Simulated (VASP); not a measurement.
Here is a VASP 6.6.1 calculation.

File INCAR:

```
SYSTEM = Co
ALGO     = Normal         ! electronic algorithm
EDIFF    = 1E-6           ! SCF threshold, eV
ENCUT    = 520            ! plane-wave cutoff, eV
GGA      = PE             ! functional
ISIF     = 2              ! what is computed and relaxed
ISMEAR   = -1             ! smearing method
LASPH    = .True.         ! aspherical terms in the spheres
LCHARG   = .True.         ! write CHGCAR
LELF     = .True.         ! ELF
LREAL    = .False.        ! projectors in reciprocal space
LVHAR    = .True.       
LWAVE    = .False.        ! write WAVECAR
NBANDS   = 10             ! bands
NELM     = 100            ! most SCF steps
PREC     = Accurate       ! precision mode
SIGMA    = 0.05           ! smearing width, eV
```

The input KPOINTS:

```
k-points
0
Gamma
  13 13 13
  0 0 0
```

POSCAR

```
Co
1.0
   -1.4145745000      1.3929095500      1.3921574700
    1.4429802800     -1.3751271500      1.4027808400
    1.4112696000      1.3718222500     -1.3743750600
Co
1
Direct
    0.0000000000      0.0000000000      0.0000000000
```

Potentials or basis: VASP PAW PBE potentials, release 64 (Co).

Launch:

```console
$ cat potpaw_PBE.64/Co/POTCAR > POTCAR
$ mpirun -np 1 vasp_std > vasp.out
```

Task: Predict the pressure.

Result: -10.1 GPa.

Stress tensor (GPa, compression positive):
```
 -6.50   0.36  -2.78
  0.36 -12.90  -1.71
 -2.78  -1.71 -11.03
```

Caveat: the run has no spin polarisation, though such a crystal can be magnetic. Spin polarisation is off, so any magnetic state and its effect on volume and gap are missing.
